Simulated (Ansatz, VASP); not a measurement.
Be2C in VASP and in Ansatz

The input INCAR:

```
PREC = Accurate
ENCUT = 600
EDIFF = 1E-6
ISMEAR = 0
SIGMA = 0.01
LREAL = F
LASPH = T
NELM = 120
ALGO = Normal
ISIF = 2
LWAVE = F
LCHARG = F
GGA = CA
NBANDS = 11
GGA_COMPAT = F
```

Contents of KPOINTS:

```
regular mesh
0
Gamma
  10 10 10
```

POSCAR

```
Be2C
1.0
    0.0000000000      2.1234833707      2.1234833707
    2.1234833707      0.0000000000      2.1234833707
    2.1234833707      2.1234833707      0.0000000000
Be C
2 1
Direct
    0.2500000000      0.2500000000      0.2500000000
    0.7500000000      0.7500000000      0.7500000000
    0.0000000000      0.0000000000      0.0000000000
```

Input for Ansatz:

```yaml
crystal:
  lattice:
    - [0.0, 2.12348337066, 2.12348337066]
    - [2.12348337066, 0.0, 2.12348337066]
    - [2.12348337066, 2.12348337066, 0.0]
  atoms:
    - { symbol: Be, position: [0.25, 0.25, 0.25] }
    - { symbol: Be, position: [0.75, 0.75, 0.75] }
    - { symbol: C, position: [0.0, 0.0, 0.0] }
kpoints:
  mp_grid: { grid: [10, 10, 10] }
scf:
  occupations: { method: fixed }
  convergence: { dr2_threshold: 1.0e-10 }
hamiltonian:
  xc: lda
  pseudopotentials: { kind: all_electron, lapw: { basis_error: 0.0005 } }
output:
  forces: true
  stress: true
  eigenstates:
    kpoints:
      - [0.0, 0.0, 0.0]
      - [0.0, -0.5, -0.5]
      - [-0.5, 0.0, -0.5]
      - [-0.5, -0.5, 0.0]
      - [-0.5, 0.0, 0.0]
      - [0.0, -0.5, 0.0]
      - [0.0, 0.0, -0.5]
      - [-0.5, -0.5, -0.5]
  eigenvalues: true
```

Alike in both runs: task single point; functional LDA; k mesh 10 × 10 × 10; no spin polarisation.

```csv
,VASP,Ansatz
version,VASP 6.6.1,Ansatz 0.2.0
potentials or method,"VASP PAW LDA potentials, release 64 (Be, C), cutoff 600 eV","all-electron LAPW, scalar-relativistic"
occupations,"gaussian, width 0.01 eV",fixed
```

```csv
,VASP,Ansatz,Ansatz less VASP
gap on the k mesh at the Fermi level (eV),1.21,1.21,+0.006
pressure (GPa),3.9,3.2,-0.63
```

LDA's correlation is that of Perdew and Zunger in VASP and of Perdew and Wang (1992) in Ansatz. Ansatz ran all-electron here, and VASP with PAW potentials.
